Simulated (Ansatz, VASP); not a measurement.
One calculation of PbF2, two programs

The input INCAR:

```
PREC = Accurate ; ENCUT = 520
EDIFF = 1E-7 ; ISMEAR = -1
SIGMA = 0.02 ; LREAL = F
LASPH = T ; NELM = 80
ALGO = Normal ; ISIF = 2
LWAVE = F ; LCHARG = F
GGA = PE ; NBANDS = 21
```

File KPOINTS:

```
Automatic mesh
0
Gamma
  8 8 8
```

The input POSCAR:

```
PbF2
1.0
    0.0000000000      2.9604388914      2.9604388914
    2.9900432803      0.0000000000      2.9604388914
    2.9900432803      2.9604388914      0.0000000000
Pb F
1 2
Direct
    0.0000000000      0.0000000000      0.0000000000
    0.2500000000      0.2500000000      0.2500000000
    0.7500000000      0.7500000000      0.7500000000
```

Input for Ansatz:

```yaml
crystal:
  lattice:
    - [0.0, 2.9604388914, 2.9604388914]
    - [2.9900432803, 0.0, 2.9604388914]
    - [2.9900432803, 2.9604388914, 0.0]
  atoms:
    - { symbol: Pb, position: [0.0, 0.0, 0.0] }
    - { symbol: F, position: [0.25, 0.25, 0.25] }
    - { symbol: F, position: [0.75, 0.75, 0.75] }
kpoints:
  mp_grid: { grid: [8, 8, 8] }
  band_path:
    path:
      - [0.0, 0.0, 0.0]
      - [0.5, 0.0, 0.5]
      - [0.625, 0.25, 0.625]
      - [0.375, 0.375, 0.75]
      - [0.5, 0.5, 0.5]
      - [0.5, 0.25, 0.75]
      - [0.234375, -0.5, -0.265625]
    npoints: 1
hamiltonian:
  xc: pbe
scf:
  occupations: { method: fermi_dirac, width: 0.02 }
  n_extra_bands: 4
output:
  forces: true
  stress: true
  eigenvalues: true
```

Change from the starting cell: uniaxial_x strain +1.0%.

Alike in both runs: task single point; functional PBE; k mesh 8 × 8 × 8; occupations fermi-dirac, width 0.02 eV; no spin polarisation.

```csv
,VASP,Ansatz
version,VASP 6.6.1,Ansatz 0.2.0
potentials or method,"VASP PAW PBE potentials, release 64 (Pb_d, F)","plane waves, PAW"
plane-wave cutoff (eV),520,420
valence electrons in the cell,28,28
```

Ansatz gave:

```
gap on the k mesh at the Fermi level (eV)                     : 4.40
pressure (GPa)                                                : 2.2
traceless stress, the component that is largest in VASP (GPa) : -0.35
```

**Question.** Which values does VASP return?

**Answer.** gap on the k mesh at the Fermi level (eV): 4.40; pressure (GPa): 2.0; traceless stress, the component that is largest in VASP (GPa): -0.35.

Spin-orbit coupling is off throughout.
